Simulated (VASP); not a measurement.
A run of VASP 6.6.1 is set up as follows.

INCAR

```
ALGO = Normal ; EDIFF = 1E-6
ENCUT = 520 ; GGA = CA
ISIF = 2 ; ISMEAR = 0
LASPH = True ; LCHARG = True
LELF = True ; LREAL = False
LVHAR = True ; LWAVE = False
NBANDS = 15 ; NELM = 80
PREC = Accurate ; SIGMA = 0.15
```

Contents of KPOINTS:

```
k-points
0
Gamma
  18 18 18
```

The input POSCAR:

```
TaN
1.0
    0.0000000000      2.1162163817      2.1742693740
    2.1162163817      0.0000000000      2.1742693740
    2.1162163817      2.1162163817      0.0000000000
Ta N
1 1
Direct
    0.4978193580      0.5021806420      0.5021806420
    0.0281703825     -0.0281703825     -0.0281703825
```

Potentials or basis: VASP PAW LDA potentials, release 64 (Ta_pv, N).

Run with:

```console
$ cat potpaw_LDA.64/Ta_pv/POTCAR potpaw_LDA.64/N/POTCAR > POTCAR
$ mpirun -np 1 vasp_std > vasp.out
```

Task: What does it give for the band gap on the k mesh?

Result: Zero (bands 8 and 9 overlap by 4.05 eV).

Task: Predict the largest force.

Result: 1.943 eV/Å.

Task: What does it give for the pressure?

Result: 30.2 GPa.

Stress tensor (GPa, compression positive):
```
46.00  0.00  0.00
 0.00 33.99  0.00
 0.00  0.00 10.55
```

Caveat: the cell differs from its parent crystal (atoms displaced along a vibrational mode, the cell strained); the cell stands under pressure; spin-orbit coupling is left out, which moves the levels of the heavy elements; forces of over 1 eV/Å act on the atoms, so gaps and moduli don't describe the material at rest.
